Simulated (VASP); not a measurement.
# Bi2Se3 (Paraguanajuatite) (R-3m) in VASP: settings compared

Aim: see how the results for Bi2Se3 (Paraguanajuatite) move with the level of theory and the settings. Levels: PBE exchange alone, LDA, RPBE, PBE. Tasks: single point.

Program: VASP 6.6.1. These are calculated values, not measurements. Logs are shortened: lines on timing, memory, paths and dates and some standing lists are left out, and cuts for length are marked.

### Step 1. The cell of the first run

The structure is trigonal, space group R-3m (No. 166). The conventional cell has a = 4.143 Å, b = 4.143 Å, c = 28.636 Å, α = 90.00°, β = 90.00°, γ = 120.00°. Within 3.8 Å of Bi (site symmetry 3m) lie 6 Se at 2.85 to 3.07 Å. Se (site symmetry 3m) has 3 Bi at 2.85 Å and 3 Se at 3.52 Å within 3.8 Å. Se (site symmetry -3m) has 6 Bi at 3.07 Å within 4.0 Å.

### Step 2. Single point, PBE exchange alone

INCAR

```
SYSTEM = Bi2Se3
AGGAC    = 0.0          
ALDAC    = 0.0          
ALGO     = Normal         ! electronic algorithm
EDIFF    = 1E-6           ! SCF threshold, eV
ENCUT    = 520            ! plane-wave cutoff, eV
GGA      = PE             ! functional
ISIF     = 2              ! what is computed and relaxed
ISMEAR   = -1             ! smearing method
LASPH    = .TRUE.         ! aspherical terms in the spheres
LCHARG   = .FALSE.        ! write CHGCAR
LREAL    = .FALSE.        ! projectors in reciprocal space
LWAVE    = .FALSE.        ! write WAVECAR
NBANDS   = 32             ! bands
NELM     = 100            ! most SCF steps
PREC     = Accurate       ! precision mode
SIGMA    = 0.05           ! smearing width, eV
```

KPOINTS

```
k-points
0
G
  8 8 8
  0 0 0
```

POSCAR

```
Bi2Se3
1.0
    2.0715000000      1.1959810826      9.5453333333
   -2.0715000000      1.1959810826      9.5453333333
    0.0000000000     -2.3919621653      9.5453333333
Bi Se
2 3
Direct
    0.5992000000      0.5992000000      0.5992000000
    0.4008000000      0.4008000000      0.4008000000
    0.7883000000      0.7883000000      0.7883000000
    0.2117000000      0.2117000000      0.2117000000
    0.0000000000      0.0000000000      0.0000000000
```

Potentials or basis: VASP PAW PBE potentials, release 64 (Bi_d, Se).

On the command line:

```bash
cat potpaw_PBE.64/Bi_d/POTCAR potpaw_PBE.64/Se/POTCAR > POTCAR
mpirun -np 1 vasp_std > vasp.out
```

OUTCAR:

```text
SYSTEM = Bi2Se3
   EDIFF = 1E-6
   ENCUT = 520
   GGA = PE
   ISIF = 2
   ISMEAR = -1
   LASPH = .TRUE.
   LREAL = .FALSE.
   NELM = 100
   PREC = Accurate

 ion  position               nearest neighbor table
   1  0.599  0.599  0.599-   4 2.85   4 2.85   4 2.85   5 3.07   5 3.07   5 3.07
   2  0.401  0.401  0.401-   3 2.85   3 2.85   3 2.85   5 3.07   5 3.07   5 3.07
   3  0.788  0.788  0.788-   2 2.85   2 2.85   2 2.85
   4  0.212  0.212  0.212-   1 2.85   1 2.85   1 2.85
   5  0.000  0.000  0.000-   1 3.07   1 3.07   2 3.07   2 3.07   1 3.07   2 3.07

  LATTYP: Found a trigonal (rhomboedric) cell.
 ALAT       =     9.8404710987
 COS(alpha) =     0.9113725833

  Lattice vectors:

 A1 = (   2.0715000000,   1.1959810826,   9.5453333333)
 A2 = (  -2.0715000000,   1.1959810826,   9.5453333333)
 A3 = (   0.0000000000,  -2.3919621653,   9.5453333333)

Analysis of symmetry for initial positions (statically):
=====================================================================
 Subroutine PRICEL returns:
 Original cell was already a primitive cell.

 Routine SETGRP: Setting up the symmetry group for a
 trigonal (rhombohedral) supercell.

 Subroutine GETGRP returns: Found 12 space group operations
 (whereof 12 operations were pure point group operations)
 out of a pool of 12 trial point group operations.

The static configuration has the point symmetry D_3d.

Analysis of symmetry for dynamics (positions and initial velocities):
=====================================================================
 Subroutine PRICEL returns:
 Original cell was already a primitive cell.

 Routine SETGRP: Setting up the symmetry group for a
 trigonal (rhombohedral) supercell.

 Subroutine GETGRP returns: Found 12 space group operations
 (whereof 12 operations were pure point group operations)
 out of a pool of 12 trial point group operations.

The dynamic configuration has the point symmetry D_3d.

 Subroutine INISYM returns: Found 12 space group operations
 (whereof 12 operations are pure point group operations),
 and found     1 'primitive' translations

----------------------------------------------------------------------------------------

                                     Primitive cell

  volume of cell :     141.8899

[... 87 lines left out ...]
   ICHARG =      2    charge: 1-file 2-atom 10-const
   ISPIN  =      1    spin polarized calculation?
   LNONCOLLINEAR =      F non collinear calculations
   LSORBIT =      F    spin-orbit coupling
   LASPH  =      T    aspherical Exc in radial PAW
   ENCUT  =  520.0 eV  38.22 Ry    6.18 a.u.  18.30 18.30 18.30*2*pi/ulx,y,z
   NELM   =    100;   NELMIN=  2; NELMDL= -5     # of ELM steps
   EDIFF  = 0.1E-05   stopping-criterion for ELM
   LREAL  =      F    real-space projection
   EDIFFG = 0.1E-04   stopping-criterion for IOM
   NSW    =      0    number of steps for IOM
   IBRION =     -1    ionic relax: 0-MD 1-quasi-New 2-CG
   NFREE  =      0    steps in history (QN), initial steepest desc. (CG)
   ISIF   =      2    stress and relaxation
   ISYM   =      2    0-nonsym 1-usesym 2-fastsym
   POTIM  = 0.5000    time-step for ionic-motion
   TEBEG  =    0.0;   TEEND  =   0.0 temperature during run
   PSTRESS=    0.0 pullay stress
   NELECT =      48.0000    total number of electrons
   NUPDOWN=      -1.0000    fix difference up-down
   EMIN   =  10.00;   EMAX   =-10.00  energy-range for DOS
   EFERMI =   0.00;   METHOD = LEGACY
   ISMEAR =    -1;   SIGMA  =   0.05  broadening in eV -4-tet -1-fermi 0-gaus
   EFERMI_NEDOS =   21; number of points for ismear=-14 and -15
   IALGO  =     38    algorithm
   IMIX   =      4    mixing-type and parameters
     AMIX     =   0.40;   BMIX     =  1.00
     AMIX_MAG =   1.60;   BMIX_MAG =  1.00
  volume/ion in A,a.u.               =      28.38       191.50
  Fermi-wavevector in a.u.,A,eV,Ry     =   1.140700  2.155610 17.703848  1.301196
  Thomas-Fermi vector in A             =   2.277401
   LORBIT       =      0    0 simple, 1 ext, 2 COOP (PROOUT), +10 PAW based schemes
   GGA     = PE    functional components
   LHFCALC =     F    Hartree Fock is set to
   AEXX    =    0.0000 exact exchange contribution
   IVDW    =     0    specifies the selected vdW correction
   LEPSILON=     F    determine dielectric tensor
   LRPA    =     F    only Hartree local field effects (RPA)
 non-spin polarized calculation
  energy-cutoff  :      520.00
  volume of cell :      141.89
 maximum number of plane-waves:      3857
 NGX is ok and might be reduce to    80
   NGX = 37   NGY = 37   NGZ = 37

 number of electron      47.9999997 magnetization

 Free energy of the ion-electron system (eV)
  ---------------------------------------------------
  ext. energy  EPLUGINS =         0.00000000
  ---------------------------------------------------
  free energy    TOTEN  =       -13.89326162 eV

  energy without entropy =      -13.89312937  energy(sigma->0) =      -13.89319549

 E-fermi :   6.6151     XC(G=0):  -7.8721

 val. band max:        6.4701661440   @ k =   0.0000   0.0000   0.0000
 cond. band min:       6.7577900538   @ k =   0.0000   0.0000   0.0000
 fundamental gap:      0.2876239098
 Fermi energy:         6.6150728946

 k-point     1 :       0.0000    0.0000    0.0000
  band No.  band energies     occupation
      1     -16.5051      2.00000
      2     -16.5051      2.00000
      3     -16.5032      2.00000
      4     -16.5032      2.00000
      5     -16.4918      2.00000
      6     -16.4892      2.00000
[... 829 lines left out ...]
     31      11.3749      0.00000
     32      13.0098      0.00000

 [... further k-points ...]
[... 5 lines left out ...]
  --------------------------------------------------------------------------------------
  -------------------------------------------------------------------------------------
  Total       10.7410024     10.7410024     10.4268533     -0.0000000     -0.0000000      0.0000000
  in kB      121.2840798    121.2840798    117.7368053     -0.0000000     -0.0000000      0.0000000
  external PRESSURE =     120.1016550 kB  Pullay stress =       0.0000000 kB

 VOLUME and BASIS-vectors are now :
 -----------------------------------------------------------------------------
  energy-cutoff  :      520.00
  volume of cell :      141.89
      direct lattice vectors                 reciprocal lattice vectors
     2.071500000  1.195981083  9.545333333     0.241370987  0.139355604  0.034921078
    -2.071500000  1.195981083  9.545333333    -0.241370987  0.139355604  0.034921078
     0.000000000 -2.391962165  9.545333333     0.000000000 -0.278711209  0.034921078

 POSITION                                       TOTAL-FORCE (eV/Angst)
 -----------------------------------------------------------------------------------
      0.00000     -0.00000     17.15869         0.000000     -0.000000      0.199547
      0.00000     -0.00000     11.47731         0.000000      0.000000     -0.199547
      0.00000     -0.00000     22.57376         0.000000     -0.000000      0.639006
      0.00000     -0.00000      6.06224         0.000000      0.000000     -0.639006
      0.00000      0.00000      0.00000         0.000000      0.000000     -0.000000
 -----------------------------------------------------------------------------------
    total drift:                                0.000000      0.000000     -0.000000

  FREE ENERGIE OF THE ION-ELECTRON SYSTEM (eV)
  ---------------------------------------------------
  free  energy   TOTEN  =       -13.8932616169 eV

  energy  without entropy=      -13.8931293684  energy(sigma->0) =      -13.89319549
```

stdout:

```text
POSCAR found type information on POSCAR BiSe
 POSCAR found :  2 types and       5 ions
 scaLAPACK will be used
 LDA part: xc-table for (Slater+PW92), standard interpolation
 POSCAR, INCAR and KPOINTS ok, starting setup
 FFT: planning ... GRIDC
 FFT: planning ... GRID_SOFT
 FFT: planning ... GRID
 WAVECAR not read
 entering main loop
```

Run time: 15 min. Hardware: 1 thread of Intel Xeon 6975P-C (Granite Rapids), shared host; peak memory 1 GiB.

Results:

```
Free energy            : -13.8933 eV
Pressure               : 12.0 GPa
Largest force          : 0.639 eV/Å
Band gap on the k mesh : 0.29 eV, direct
```

Forces on the atoms (eV/Å):
```
Bi   0.000  0.000  0.200
Bi   0.000  0.000 -0.200
Se   0.000  0.000  0.639
Se   0.000  0.000 -0.639
Se   0.000  0.000  0.000
```

Stress tensor (GPa, compression positive):
```
12.13  0.00  0.00
 0.00 12.13  0.00
 0.00  0.00 11.77
```

Levels at points of the mesh, in eV from the valence-band top:
```tsv
k point	band 21	band 22	band 23	band 24	band 25	band 26	band 27	band 28
(0.00, 0.00, 0.00)	-1.88	-1.22	-1.22	0.00	0.29	1.37	1.37	2.14
(0.50, 0.00, 0.00)	-2.99	-2.13	-1.25	-0.55	0.88	1.90	3.01	3.14
(0.50, 0.50, 0.00)	-1.87	-1.87	-1.65	-1.00	1.39	1.97	2.56	2.98
(0.50, 0.50, 0.50)	-1.54	-1.39	-1.39	-0.43	0.67	1.67	1.67	2.07
```

Caveat: spin-orbit coupling is left out, which moves the levels of the heavy elements. A k mesh can miss the band edges.

(Part 1 of 2 ends here.)
